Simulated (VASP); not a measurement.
Write the native input for VASP 6.6.1 that does the following.

| Property | Result |
| --- | --- |
| Task | single point |
| Functional | PBE |
| Potentials or basis | VASP PAW PBE potentials, release 64 (B, N) |
| Cutoff | 520 eV |
| k mesh | 13 × 13 × 13 |
| Occupations | fermi-dirac, width 0.03 eV |
| Spin | no spin polarisation |
| Dipole correction | no |
| Further INCAR settings | ALGO = Normal; EDIFF = 1e-06; NBANDS = 11 |

The structure of BN lies in POSCAR:

```
BN
1.0
    0.0000000000      1.7953687620      1.7953687620
    1.7953687620      0.0000000000      1.7953687620
    1.7953687620      1.7953687620      0.0000000000
B N
1 1
Direct
    0.0000000000      0.0000000000      0.0000000000
    0.7500000000      0.7500000000      0.7500000000
```

This cell differs from its parent crystal: volume scaled by 0.98.

One way to write it, as run:

INCAR

```
  ALGO = Normal
  EDIFF = 1E-6
  ENCUT = 520
  GGA = PE
  ISIF = 2
  ISMEAR = -1
  LASPH = True
  LCHARG = False
  LREAL = False
  LWAVE = False
  NBANDS = 11
  NELM = 60
  PREC = Accurate
  SIGMA = 0.03
```

KPOINTS

```
k-points
0
Gamma
  13 13 13
```

Potentials or basis: VASP PAW PBE potentials, release 64 (B, N).

The run is started by

```console
$ cat potpaw_PBE.64/B/POTCAR potpaw_PBE.64/N/POTCAR > POTCAR
$ mpirun -np 1 vasp_std > vasp.out
```

It gave:

| Quantity | Value |
| --- | --- |
| Pressure | 11.4 GPa |
| Band gap on the k mesh | 4.56 eV, indirect (least direct gap 8.92 eV) |

Run time: 6.8 s on 1 thread of Intel(R) Xeon(R) Platinum 8488C (Sapphire Rapids) (shared host), peak memory 0.12 GiB.
